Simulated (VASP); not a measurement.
# CeO2 (Fm-3m) in VASP: notebook

CeO2 is run at these levels: PBE+D3(BJ); tasks: single point, relaxation of cell and atoms.

Program: VASP 6.6.1. These are calculated values, not measurements. Logs are shortened: lines on timing, memory, paths and dates and some standing lists are left out, and cuts for length are marked.

**1. The cell of the first run**

It takes space group Fm-3m (No. 225, cubic). The conventional cell has a = 5.407 Å, b = 5.407 Å, c = 5.407 Å, α = 90.00°, β = 90.00°, γ = 90.00°. Within 3.1 Å of Ce (site symmetry m-3m) lie 8 O at 2.34 Å. Within 3.1 Å of O (site symmetry -43m) lie 4 Ce at 2.34 Å and 6 O at 2.70 Å.

**2. Single point, PBE+D3(BJ)**

Contents of INCAR:

```
SYSTEM = CeO2
  PREC = Accurate
  ENCUT = 520
  EDIFF = 1E-6
  ISMEAR = 0
  SIGMA = 0.1
  LREAL = .False.
  LASPH = .True.
  NELM = 80
  ALGO = Normal
  ISIF = 2
  LWAVE = .False.
  LCHARG = .False.
  GGA = PE
  IVDW = 12
  NBANDS = 19
```

Contents of KPOINTS:

```
Automatic mesh
0
Gamma
  6 6 6
  0 0 0
```

Contents of POSCAR:

```
CeO2
1.0
    0.0000000000      2.7036500000      2.7036500000
    2.7036500000      0.0000000000      2.7036500000
    2.7036500000      2.7036500000      0.0000000000
Ce O
1 2
Direct
    0.0000000000      0.0000000000      0.0000000000
    0.2500000000      0.2500000000      0.2500000000
    0.7500000000      0.7500000000      0.7500000000
```

Potentials or basis: VASP PAW PBE potentials, release 64 (Ce, O).

Command:

```bash
$ cat potpaw_PBE.64/Ce/POTCAR potpaw_PBE.64/O/POTCAR > POTCAR
$ mpirun -np 1 vasp_std > vasp.out
```

OUTCAR:

```text
SYSTEM = CeO2
   PREC = Accurate
   ENCUT = 520
   EDIFF = 1E-6
   ISMEAR = 0
   LREAL = .False.
   LASPH = .True.
   NELM = 80
   ISIF = 2
   GGA = PE
   IVDW = 12
 IVDW          = 12

 ion  position               nearest neighbor table
   1  0.000  0.000  0.000-   3 2.34   3 2.34   3 2.34   2 2.34   3 2.34   2 2.34   2 2.34   2 2.34

   2  0.250  0.250  0.250-   1 2.34   1 2.34   1 2.34   1 2.34
   3  0.750  0.750  0.750-   1 2.34   1 2.34   1 2.34   1 2.34

  LATTYP: Found a face centered cubic cell.
 ALAT       =     5.4073000000

  Lattice vectors:

 A1 = (   0.0000000000,   2.7036500000,   2.7036500000)
 A2 = (   2.7036500000,   0.0000000000,   2.7036500000)
 A3 = (   2.7036500000,   2.7036500000,   0.0000000000)

Analysis of symmetry for initial positions (statically):
=====================================================================
 Subroutine PRICEL returns:
 Original cell was already a primitive cell.

 Routine SETGRP: Setting up the symmetry group for a
 face centered cubic supercell.

 Subroutine GETGRP returns: Found 48 space group operations
 (whereof 48 operations were pure point group operations)
 out of a pool of 48 trial point group operations.

The static configuration has the point symmetry O_h .

Analysis of symmetry for dynamics (positions and initial velocities):
=====================================================================
 Subroutine PRICEL returns:
 Original cell was already a primitive cell.

 Routine SETGRP: Setting up the symmetry group for a
 face centered cubic supercell.

 Subroutine GETGRP returns: Found 48 space group operations
 (whereof 48 operations were pure point group operations)
 out of a pool of 48 trial point group operations.

The dynamic configuration has the point symmetry O_h .

 Subroutine INISYM returns: Found 48 space group operations
 (whereof 48 operations are pure point group operations),
 and found     1 'primitive' translations

----------------------------------------------------------------------------------------

                                     Primitive cell

  volume of cell :      39.5259

  direct lattice vectors                    reciprocal lattice vectors
     0.000000000  2.703650000  2.703650000    -0.184935180  0.184935180  0.184935180
     2.703650000  0.000000000  2.703650000     0.184935180 -0.184935180  0.184935180
     2.703650000  2.703650000  0.000000000     0.184935180  0.184935180 -0.184935180

  length of vectors
     3.823538498  3.823538498  3.823538498     0.320317128  0.320317128  0.320317128

  position of ions in fractional coordinates (direct lattice)
     0.000000000  0.000000000  0.000000000
     0.250000000  0.250000000  0.250000000
     0.750000000  0.750000000  0.750000000

  ion indices of the primitive-cell ions
   primitive index   ion index
                 1           1
                 2           2
                 3           3

----------------------------------------------------------------------------------------

 KPOINTS: Automatic mesh

Automatic generation of k-mesh.
 Grid dimensions read from file:
 generate k-points for:    6    6    6

 Generating k-lattice:

  Cartesian coordinates                     Fractional coordinates (reciprocal lattice)
    -0.030822530  0.030822530  0.030822530     0.166666667  0.000000000  0.000000000
     0.030822530 -0.030822530  0.030822530     0.000000000  0.166666667  0.000000000
     0.030822530  0.030822530 -0.030822530     0.000000000  0.000000000  0.166666667

  Length of vectors
     0.053386188  0.053386188  0.053386188

  Shift w.r.t. Gamma in fractional coordinates (k-lattice)
     0.000000000  0.000000000  0.000000000

 Subroutine IBZKPT returns following result:
 ===========================================

 Found     16 irreducible k-points:

 Following reciprocal coordinates:
            Coordinates               Weight
  0.000000  0.000000  0.000000      1.000000
  0.166667  0.000000  0.000000      8.000000
  0.333333  0.000000  0.000000      8.000000
  0.500000  0.000000  0.000000      4.000000
  0.166667  0.166667  0.000000      6.000000
  0.333333  0.166667  0.000000     24.000000
[... 8 lines left out ...]
 -0.333333  0.333333  0.166667     24.000000
 -0.333333  0.500000  0.166667     12.000000
   k-points           NKPTS =     16   k-points in BZ     NKDIM =     16   number of bands    NBANDS=     19
   number of dos      NEDOS =    301   number of ions     NIONS =      3
   total plane-waves  NPLWV =  21952
   dimension x,y,z NGX =    28 NGY =   28 NGZ =   28
   dimension x,y,z NGXF=    56 NGYF=   56 NGZF=   56
   ions per type =               1   2
   NGX,Y,Z   is equivalent  to a cutoff of  12.17, 12.17, 12.17 a.u.
   NGXF,Y,Z  is equivalent  to a cutoff of  24.35, 24.35, 24.35 a.u.
 SYSTEM =  CeO2
   PREC   = accura    normal or accurate (medium, high low for compatibility)
   ISTART =      0    job   : 0-new  1-cont  2-samecut
   ICHARG =      2    charge: 1-file 2-atom 10-const
   ISPIN  =      1    spin polarized calculation?
   LNONCOLLINEAR =      F non collinear calculations
   LSORBIT =      F    spin-orbit coupling
   LASPH  =      T    aspherical Exc in radial PAW
   ENCUT  =  520.0 eV  38.22 Ry    6.18 a.u.   7.11  7.11  7.11*2*pi/ulx,y,z
   NELM   =     80;   NELMIN=  2; NELMDL= -5     # of ELM steps
   EDIFF  = 0.1E-05   stopping-criterion for ELM
   LREAL  =      F    real-space projection
   EDIFFG = 0.1E-04   stopping-criterion for IOM
   NSW    =      0    number of steps for IOM
   IBRION =     -1    ionic relax: 0-MD 1-quasi-New 2-CG
   NFREE  =      0    steps in history (QN), initial steepest desc. (CG)
   ISIF   =      2    stress and relaxation
   ISYM   =      2    0-nonsym 1-usesym 2-fastsym
   POTIM  = 0.5000    time-step for ionic-motion
   TEBEG  =    0.0;   TEEND  =   0.0 temperature during run
   PSTRESS=    0.0 pullay stress
   NELECT =      24.0000    total number of electrons
   NUPDOWN=      -1.0000    fix difference up-down
   EMIN   =  10.00;   EMAX   =-10.00  energy-range for DOS
   EFERMI =   0.00;   METHOD = LEGACY
   ISMEAR =     0;   SIGMA  =   0.10  broadening in eV -4-tet -1-fermi 0-gaus
   EFERMI_NEDOS =   21; number of points for ismear=-14 and -15
   IALGO  =     38    algorithm
   IMIX   =      4    mixing-type and parameters
[... 54 lines left out ...]
      5      -9.2564      2.00000
      6      -8.3462      2.00000
[... 11 lines left out ...]
     18       8.1828      0.00000
     19       8.1828      0.00000

 k-point     3 :       0.3333    0.0000    0.0000
  band No.  band energies     occupation
      1     -26.8897      2.00000
      2     -12.7311      2.00000
      3     -10.6546      2.00000
      4      -9.3795      2.00000
      5      -9.3794      2.00000
      6      -7.2275      2.00000
[... 11 lines left out ...]
     18       8.1240      0.00000
     19       8.1240      0.00000

 k-point     4 :       0.5000    0.0000    0.0000
  band No.  band energies     occupation
      1     -26.8345      2.00000
      2     -13.1094      2.00000
      3     -10.8367      2.00000
      4      -9.4385      2.00000
      5      -9.4385      2.00000
      6      -6.7585      2.00000
[... 11 lines left out ...]
     18       8.1678      0.00000
     19       8.2459      0.00000

 k-point     5 :       0.1667    0.1667    0.0000
  band No.  band energies     occupation
      1     -26.9795      2.00000
      2     -11.9506      2.00000
      3     -10.2358      2.00000
      4      -9.3561      2.00000
      5      -9.3561      2.00000
      6      -8.0727      2.00000
[... 11 lines left out ...]
     18       8.1866      0.00000
     19       8.1866      0.00000

 k-point     6 :       0.3333    0.1667    0.0000
  band No.  band energies     occupation
      1     -26.8904      2.00000
      2     -12.6228      2.00000
      3     -10.9243      2.00000
      4      -9.4940      2.00000
      5      -9.0037      2.00000
      6      -7.3567      2.00000
[... 11 lines left out ...]
     18       8.0852      0.00000
     19       8.1053      0.00000

 k-point     7 :       0.5000    0.1667    0.0000
  band No.  band energies     occupation
      1     -26.8168      2.00000
      2     -12.9715      2.00000
      3     -11.5799      2.00000
      4      -9.5346      2.00000
      5      -8.6202      2.00000
      6      -6.9925      2.00000
[... 11 lines left out ...]
     18       8.0549      0.00000
     19       8.2934      0.00000

 k-point     8 :      -0.3333    0.1667    0.0000
  band No.  band energies     occupation
      1     -26.8352      2.00000
      2     -12.8195      2.00000
      3     -11.6214      2.00000
      4      -9.4415      2.00000
      5      -8.5095      2.00000
      6      -7.2389      2.00000
[... 11 lines left out ...]
     18       7.9864      0.00000
     19       8.2386      0.00000

 k-point     9 :      -0.1667    0.1667    0.0000
  band No.  band energies     occupation
      1     -26.9263      2.00000
      2     -12.3232      2.00000
      3     -10.9528      2.00000
      4      -9.3015      2.00000
      5      -8.8100      2.00000
      6      -7.8480      2.00000
[... 11 lines left out ...]
     18       7.9912      0.00000
     19       8.1074      0.00000

 k-point    10 :       0.3333    0.3333    0.0000
  band No.  band energies     occupation
      1     -26.8362      2.00000
      2     -13.0324      2.00000
      3     -10.6163      2.00000
      4      -9.6614      2.00000
      5      -9.6614      2.00000
      6      -6.6594      2.00000
[... 11 lines left out ...]
     18       7.9744      0.00000
     19       8.2281      0.00000

 k-point    11 :       0.5000    0.3333    0.0000
  band No.  band energies     occupation
      1     -26.7805      2.00000
      2     -13.1816      2.00000
      3     -11.5137      2.00000
      4      -9.7172      2.00000
      5      -8.9302      2.00000
      6      -6.5058      2.00000
[... 11 lines left out ...]
     18       7.9555      0.00000
     19       8.4584      0.00000

 k-point    12 :      -0.3333    0.3333    0.0000
  band No.  band energies     occupation
      1     -26.7802      2.00000
      2     -12.7194      2.00000
      3     -12.3875      2.00000
      4      -9.6116      2.00000
      5      -7.9909      2.00000
      6      -7.1621      2.00000
[... 11 lines left out ...]
     18       7.9002      0.00000
     19       8.4448      0.00000

 k-point    13 :       0.5000    0.5000    0.0000
  band No.  band energies     occupation
      1     -26.7624      2.00000
      2     -13.4413      2.00000
      3     -10.7896      2.00000
      4      -9.8043      2.00000
      5      -9.8043      2.00000
      6      -6.0478      2.00000
[... 11 lines left out ...]
     18       7.9766      0.00000
     19       8.6019      0.00000

 k-point    14 :       0.5000    0.3333    0.1667
  band No.  band energies     occupation
      1     -26.8173      2.00000
      2     -12.8601      2.00000
      3     -11.7259      2.00000
      4      -9.6134      2.00000
      5      -8.4080      2.00000
      6      -7.1139      2.00000
[... 11 lines left out ...]
     18       7.8682      0.00000
     19       8.2897      0.00000

 k-point    15 :      -0.3333    0.3333    0.1667
  band No.  band energies     occupation
      1     -26.7802      2.00000
      2     -12.7628      2.00000
      3     -12.3238      2.00000
      4      -9.6985      2.00000
      5      -7.7900      2.00000
      6      -7.2974      2.00000
[... 11 lines left out ...]
     18       7.8524      0.00000
     19       8.4402      0.00000

 k-point    16 :      -0.3333    0.5000    0.1667
  band No.  band energies     occupation
      1     -26.7619      2.00000
      2     -13.0712      2.00000
      3     -12.0152      2.00000
      4      -9.8257      2.00000
      5      -8.3144      2.00000
      6      -6.7057      2.00000
[... 11 lines left out ...]
     18       7.8804      0.00000
     19       8.5586      0.00000

------------------------ aborting loop because EDIFF is reached ----------------------------------------

 Edisp (eV)   -0.75121

 E8    (eV) :    -0.3474

  FORCE on cell =-STRESS in cart. coord.  units (eV):
  Direction    XX          YY          ZZ          XY          YZ          ZX
  --------------------------------------------------------------------------------------
  -------------------------------------------------------------------------------------
  Total       0.64796     0.64796     0.64796    -0.00000     0.00000    -0.00000
  in kB      26.26484    26.26484    26.26484    -0.00000     0.00000    -0.00000
  external pressure =       26.26 kB  Pullay stress =        0.00 kB

 VOLUME and BASIS-vectors are now :
 -----------------------------------------------------------------------------
  energy-cutoff  :      520.00
  volume of cell :       39.53
      direct lattice vectors                 reciprocal lattice vectors
     0.000000000  2.703650000  2.703650000    -0.184935180  0.184935180  0.184935180
     2.703650000  0.000000000  2.703650000     0.184935180 -0.184935180  0.184935180
     2.703650000  2.703650000  0.000000000     0.184935180  0.184935180 -0.184935180

 POSITION                                       TOTAL-FORCE (eV/Angst)
 -----------------------------------------------------------------------------------
      0.00000      0.00000      0.00000        -0.000000     -0.000000     -0.000000
      1.35183      1.35183      1.35183         0.000000      0.000000      0.000000
      4.05548      4.05548      4.05548         0.000000      0.000000     -0.000000
 -----------------------------------------------------------------------------------
    total drift:                                0.000000      0.000000      0.000000

  FREE ENERGIE OF THE ION-ELECTRON SYSTEM (eV)
  ---------------------------------------------------
  free  energy   TOTEN  =       -26.9569930791 eV

  energy  without entropy=      -26.9569930791  energy(sigma->0) =      -26.95699308
```

Run time: 30 s. Hardware: 1 thread of Intel Xeon 8259CL, shared host; peak memory 0.18 GiB.

What came out:

```
Free energy                : -26.9570 eV
Pressure                   : 2.6 GPa
Band gap on the k mesh     : 2.07 eV (least direct gap 2.14 eV)
Dispersion energy per atom : -0.250 eV
```

Levels at points of the mesh, in eV from the valence-band top:
```
           k point  band 10  band 11  band 12  band 13  band 14  band 15
(0.00, 0.00, 0.00)    -0.51    -0.51    -0.51     2.40     2.40     2.40
(0.50, 0.00, 0.00)    -1.10    -0.69    -0.69     2.07     2.26     2.26
(0.50, 0.50, 0.00)    -0.69    -0.69    -0.52     2.11     2.21     2.21
```

Caveat: spin-orbit coupling is left out, which moves the levels of the heavy elements; semilocal functionals describe open f shells poorly, which spoils levels, moments and volumes.

**3. Single point, PBE+D3(BJ)**

This run uses another cell than the first one, of 13.36 Å³/atom.

Contents of INCAR:

```
PREC = Accurate
ENCUT = 520
EDIFF = 1E-6
ISMEAR = 0
SIGMA = 0.02
LREAL = F
LASPH = T
NELM = 60
ALGO = Normal
ISIF = 2
LWAVE = F
LCHARG = F
GGA = PE
IVDW = 12
NBANDS = 19
```

Contents of KPOINTS:

```
Automatic mesh
0
Gamma
  10 10 10
```

Contents of POSCAR:

```
CeO2
1.0
    0.0000000000      2.7164126458      2.7164126458
    2.7164126458      0.0000000000      2.7164126458
    2.7164126458      2.7164126458      0.0000000000
Ce O
1 2
Direct
    0.0000000000      0.0000000000      0.0000000000
    0.2500000000      0.2500000000      0.2500000000
    0.7500000000      0.7500000000      0.7500000000
```

Potentials or basis: VASP PAW PBE potentials, release 64 (Ce, O).

Command:

```bash
$ cat potpaw_PBE.64/Ce/POTCAR potpaw_PBE.64/O/POTCAR > POTCAR
$ mpirun -np 1 vasp_std > vasp.out
```

Wall time 97 s (1 thread of Intel Xeon 8259CL, shared host); peak memory 0.22 GiB.

Results (log left out):

```
Free energy                : -26.9624 eV
Pressure                   : 0.0 GPa
Band gap on the k mesh     : 1.93 eV (least direct gap 2.01 eV)
Dispersion energy per atom : -0.247 eV
```

Levels at points of the mesh, in eV from the valence-band top:
```tsv
k point	band 8	band 9	band 10	band 11	band 12	band 13	band 14	band 15	band 16	band 17
(0.00, 0.00, 0.00)	-3.79	-3.79	-0.58	-0.58	-0.58	2.25	2.25	2.25	2.49	2.90
(0.50, 0.00, 0.00)	-2.92	-1.24	-1.18	-0.77	-0.77	1.93	2.11	2.11	2.26	2.75
(0.50, 0.50, 0.00)	-1.17	-1.17	-0.75	-0.75	-0.59	1.97	2.07	2.07	2.23	2.56
```

Caveat: spin-orbit coupling is left out, which moves the levels of the heavy elements; semilocal functionals describe open f shells poorly, which spoils levels, moments and volumes. Spin polarisation is off, so any magnetic state and its effect on volume and gap are missing.

**4. Relaxation of cell and atoms, PBE+D3(BJ)**

Contents of INCAR:

```
SYSTEM = CeO2
PREC = Accurate
ENCUT = 600
EDIFF = 1E-7
ISMEAR = 0
SIGMA = 0.02
LREAL = .False.
LASPH = .True.
NELM = 60
ALGO = Normal
ISIF = 3
LWAVE = .False.
LCHARG = .False.
GGA = PE
IVDW = 12
IBRION = 2
NSW = 100
EDIFFG = -0.002
```

Contents of KPOINTS:

```
regular mesh
0
Gamma
  10 10 10
  0 0 0
```

Contents of POSCAR:

```
CeO2
1.0
    0.0000000000      2.7036500000      2.7036500000
    2.7036500000      0.0000000000      2.7036500000
    2.7036500000      2.7036500000      0.0000000000
Ce O
1 2
Direct
    0.0000000000      0.0000000000      0.0000000000
    0.2500000000      0.2500000000      0.2500000000
    0.7500000000      0.7500000000      0.7500000000
```

Command:

```bash
$ cat potpaw_PBE.64/Ce/POTCAR potpaw_PBE.64/O/POTCAR > POTCAR
$ mpirun -np 1 vasp_std > vasp.out
```

Run time: 3.2 min. Hardware: 1 thread of Intel Xeon 8259CL, shared host; peak memory 0.23 GiB.

It converged, with:

- Free energy: -26.9662 eV
- Relaxed volume: 13.36 Å³/atom
- Relaxed cell: a = 3.841 Å, b = 3.841 Å, c = 3.841 Å, α = 60.00°, β = 60.00°, γ = 60.00°
- Space group after relaxing (to 0.1 Å): Fm-3m (No. 225)
- Energy gained by relaxing: 1.4 meV/atom
- Ionic steps: 3
- Pressure after relaxing: 0.0 GPa
- Band gap on the k mesh: 1.94 eV (least direct gap 2.01 eV)
- Dispersion energy per atom: -0.247 eV

Step by step:
| step | energy change (eV) | largest force (eV/Å) | pressure (GPa) | volume (Å³) |
| --- | --- | --- | --- | --- |
| 1 | 0.0000 | 0.0000 | 2.50 | 39.53 |
| 2 | 0.0016 | 0.0000 | -2.80 | 40.71 |
| 3 | -0.0042 | 0.0000 | -0.01 | 40.07 |

Final structure:
```yaml
crystal:
  lattice:
    - [0.00000, 2.71595, 2.71595]
    - [2.71595, 0.00000, 2.71595]
    - [2.71595, 2.71595, 0.00000]
  atoms:
    - { symbol: Ce, position: [0.00000, 0.00000, 0.00000] }
    - { symbol: O, position: [0.25000, 0.25000, 0.25000] }
    - { symbol: O, position: [0.75000, 0.75000, 0.75000] }
```

Levels at points of the mesh, in eV from the valence-band top:
```tsv
k point	band 8	band 9	band 10	band 11	band 12	band 13	band 14	band 15	band 16
(0.00, 0.00, 0.00)	-3.79	-3.79	-0.58	-0.58	-0.58	2.26	2.26	2.26	2.50
(0.50, 0.00, 0.00)	-2.92	-1.24	-1.18	-0.77	-0.77	1.94	2.12	2.12	2.26
(0.50, 0.50, 0.00)	-1.17	-1.17	-0.75	-0.75	-0.59	1.98	2.07	2.07	2.23
```

Caveat: spin-orbit coupling is left out, which moves the levels of the heavy elements; semilocal functionals describe open f shells poorly, which spoils levels, moments and volumes.

**5. Summary**

| task | cell | k mesh | cutoff (eV) | smearing | gap on the mesh (eV) | pressure (GPa) |
| --- | --- | --- | --- | --- | --- | --- |
| single point | a = 3.824 Å, angles 60.0°, 3 atoms | 6 × 6 × 6 | 520 | gaussian 0.1 eV | 2.07 | 2.6 |
| single point | a = 3.842 Å, angles 60.0°, 3 atoms | 10 × 10 × 10 | 520 | gaussian 0.02 eV | 1.93 | 0.0 |
| relaxation of cell and atoms | relaxed from a = 3.824 Å, angles 60.0°, 3 atoms | 10 × 10 × 10 | 600 | gaussian 0.02 eV | 1.94 | 0.0 |

Alike in all rows: level PBE+D3(BJ); potentials or basis VASP PAW PBE potentials, release 64 (Ce, O); no spin polarisation.

Caveats: spin-orbit coupling is left out, which moves the levels of the heavy elements; semilocal functionals describe open f shells poorly, which spoils levels, moments and volumes.

Absolute energies hang on the potentials; compare differences alone.
